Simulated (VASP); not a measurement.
# KBr (F-43m) in VASP: a series of runs, part 2 of 2

VASP 6.6.1. Earlier steps stand in the parts before.

### 3 G0W0 quasiparticle levels, PBE

Contents of POSCAR:

```
KBr
1.0
    0.0000000000      3.6882992921      3.6882992921
    3.6882992921      0.0000000000      3.6882992921
    3.6882992921      3.6882992921      0.0000000000
K Br
1 1
Direct
    0.0000000000      0.0000000000      0.0000000000
    0.2500000000      0.2500000000      0.2500000000
```

Contents of INCAR.step1:

```
SYSTEM = KBr
ALGO     = Normal         ! electronic algorithm
EDIFF    = 1E-8           ! SCF threshold, eV
ENCUT    = 500            ! plane-wave cutoff, eV
GGA      = PE             ! functional
ISMEAR   = 0              ! smearing method
LASPH    = .TRUE.         ! aspherical terms in the spheres
LCHARG   = .FALSE.        ! write CHGCAR
LREAL    = .FALSE.        ! projectors in reciprocal space
LWAVE    = .TRUE.         ! write WAVECAR
NELM     = 60             ! most SCF steps
PREC     = Accurate       ! precision mode
SIGMA    = 0.01           ! smearing width, eV
```

Contents of INCAR.step2:

```
SYSTEM = KBr
ALGO     = Exact          ! electronic algorithm
EDIFF    = 1E-8           ! SCF threshold, eV
ENCUT    = 500            ! plane-wave cutoff, eV
GGA      = PE             ! functional
ISMEAR   = 0              ! smearing method
ISTART   = 1            
LASPH    = .TRUE.         ! aspherical terms in the spheres
LCHARG   = .FALSE.        ! write CHGCAR
LOPTICS  = .TRUE.         ! frequency-dependent dielectric function
LREAL    = .FALSE.        ! projectors in reciprocal space
LWAVE    = .TRUE.         ! write WAVECAR
NBANDS   = 385            ! bands
NELM     = 1              ! most SCF steps
PREC     = Accurate       ! precision mode
SIGMA    = 0.01           ! smearing width, eV
```

Contents of INCAR.step3:

```
SYSTEM = KBr
ALGO     = EVGW0          ! electronic algorithm
EDIFF    = 1E-8           ! SCF threshold, eV
ENCUT    = 500            ! plane-wave cutoff, eV
ENCUTGW  = 140.0          ! cutoff of the response function
GGA      = PE             ! functional
ISMEAR   = 0              ! smearing method
ISTART   = 1            
LASPH    = .TRUE.         ! aspherical terms in the spheres
LCHARG   = .FALSE.        ! write CHGCAR
LREAL    = .FALSE.        ! projectors in reciprocal space
LWAVE    = .FALSE.        ! write WAVECAR
NBANDS   = 385            ! bands
NBANDSGW = 16           
NELMGW   = 1            
NOMEGA   = 96             ! frequency points
OMEGAMAX = 20           
PREC     = Accurate       ! precision mode
PRECFOCK = Fast         
SIGMA    = 0.01           ! smearing width, eV
```

Contents of KPOINTS:

```
k-points
0
G
  4 4 4
  0 0 0
```

Potentials or basis: VASP PAW PBE potentials, release 64 (K_sv_GW, Br_GW).

On the command line:

```sh
$ cat potpaw_PBE.64/K_sv_GW/POTCAR potpaw_PBE.64/Br_GW/POTCAR > POTCAR
$ cp INCAR.step1 INCAR
$ mpirun -np 1 vasp_std > vasp.out
$ cp INCAR.step2 INCAR
$ mpirun -np 1 vasp_std > vasp.out
$ cp INCAR.step3 INCAR
$ mpirun -np 1 vasp_std > vasp.out
```

OUTCAR:

```text
SYSTEM = KBr
   EDIFF = 1E-8
   ENCUT = 500
   ENCUTGW = 140.0
   GGA = PE
   ISMEAR = 0
   ISTART = 1
   LASPH = .TRUE.
   LREAL = .FALSE.
   NELMGW = 1
   PREC = Accurate
   PRECFOCK = Fast

 ion  position               nearest neighbor table
   1  0.000  0.000  0.000-
   2  0.250  0.250  0.250-

  LATTYP: Found a face centered cubic cell.
 ALAT       =     7.3765985842

  Lattice vectors:

 A1 = (   0.0000000000,   3.6882992921,   3.6882992921)
 A2 = (   3.6882992921,   0.0000000000,   3.6882992921)
 A3 = (   3.6882992921,   3.6882992921,   0.0000000000)

Analysis of symmetry for initial positions (statically):
=====================================================================
 Subroutine PRICEL returns:
 Original cell was already a primitive cell.

[... 126 lines left out ...]
  Fermi-wavevector in a.u.,A,eV,Ry     =   0.887725  1.677558 10.722159  0.788056
  Thomas-Fermi vector in A             =   2.009061
   LORBIT       =      0    0 simple, 1 ext, 2 COOP (PROOUT), +10 PAW based schemes
   GGA     = PE    functional components
   LHFCALC =     T    Hartree Fock is set to
   PRECFOCK=fast      Normal, Fast or Accurate (Low or Medium for compatibility)
   ENCUT4O =  -1.0   cutoff for four orbital integrals eV
   NKREDX  =     1    reduce k-point grid by
   NKREDY  =     1    reduce k-point grid by
   NKREDZ  =     1    reduce k-point grid by
   AEXX    =    1.0000 exact exchange contribution
   HFSCREEN=    0.0000 screening length (either q_TF or 0.3 A-1)
   HFSCREENC=   0.0000 screening length for correlation (either q_TF or 0.3 A-1)
   ENCUTFOCK=  -1.0 apply spherical cutoff to Coloumb kernel
   IVDW    =     0    specifies the selected vdW correction
   LEPSILON=     F    determine dielectric tensor
   LRPA    =     F    only Hartree local field effects (RPA)
   LRPAFORCE           =     F    calculate RPA forces
   ENCUTGW             = 140.0    cutoff for response function in eV
   ENCUTGWSOFT         = 112.0    soft cutoff for Coulomb kernel in GW response function in eV
   ENCUTLF             =  -1.0    cutoff for local field effects
   NELMGW              =     1    number of iterations in solving QP/BSE equation
   NELMHF              =     1    number of iterations in the inner HF iteration
   NKREDLFX            =     1    NKREDLFY  =   1   NKREDLFZ  =   1
 non-spin polarized calculation
 Gauss-broadening in eV      SIGMA  =   0.01
  energy-cutoff  :      500.00
  volume of cell :      100.35
 maximum number of plane-waves:      2637
 NGX is ok and might be reduce to    40
  NGX = 24; NGY = 24; NGZ = 24
   NGX = 19   NGY = 19   NGZ = 19
 maximum number of plane-waves:       388
 NGX is ok and might be reduce to    24

 QP shifts <psi_nk| G(iteration)W_0 |psi_nk>: iteration 1
 for sc-GW calculations column KS-energies equals QP-energies in previous step
 and V_xc(KS)=  KS-energies - (<T + V_ion + V_H > + <T+V_H+V_ion>^1  + <V_x>^1)

 k-point   1 :       0.0000    0.0000    0.0000
  band No.  KS-energies  QP-energies   sigma(KS)   V_xc(KS)     V^pw_x(r,r')   Z            occupation Imag(sigma)

      1     -30.0952     -32.0828     -21.7758     -18.5278     -30.7467       0.6119       2.0000       0.4064
      2     -14.1901     -16.4026     -16.4207     -14.0284     -22.1983       0.9248       2.0000       1.3111
      3     -13.5925     -16.9626     -21.9436     -17.7697     -24.6174       0.8074       2.0000       0.0625
      4     -13.5925     -16.9626     -21.9436     -17.7697     -24.6174       0.8074       2.0000       0.0625
      5     -13.5925     -16.9626     -21.9436     -17.7697     -24.6174       0.8074       2.0000       0.0625
      6      -2.3309      -4.5847     -14.9784     -12.1579     -16.1517       0.7991       2.0000       0.0352
[... 135 lines left out ...]
      2     -14.4276     -17.0014     -17.5712     -14.6508     -22.6564       0.8813       2.0000       1.0289
      3     -13.6142     -16.9708     -21.8904     -17.7093     -24.5692       0.8028       2.0000       0.0670
      4     -13.6081     -16.9711     -21.9078     -17.7273     -24.5871       0.8045       2.0000       0.0670
      5     -13.3028     -16.1256     -20.9038     -17.2418     -24.2199       0.7708       2.0000       0.2939
      6      -2.5765      -4.8670     -14.5906     -11.7047     -15.7827       0.7937       2.0000       0.0372
[... 8 lines left out ...]
     15       7.9556      10.4950      -7.9125     -10.9602      -4.7709       0.8332       0.0000      -0.0738
     16       8.7254      11.0053      -8.3049     -11.0914      -5.1364       0.8182       0.0000      -0.0735
```

Run time: 11 min. Hardware: 1 thread of Intel Xeon 6975P-C (Granite Rapids), shared host; peak memory 1.7 GiB.

What came out:

```
Quasiparticle gap                                   : 7.18 eV
Least direct quasiparticle gap                      : 7.18 eV
Band gap of the starting levels on the mesh         : 4.28 eV
Least direct gap of the starting levels on the mesh : 4.30 eV
```

Caveat: the k points lie up to 0.37 Å⁻¹ apart; bands, screening cutoff and mesh are small and nothing is extrapolated, so the quasiparticle values aren't converged; the structure was generated, so it needn't be the stable form of KBr.
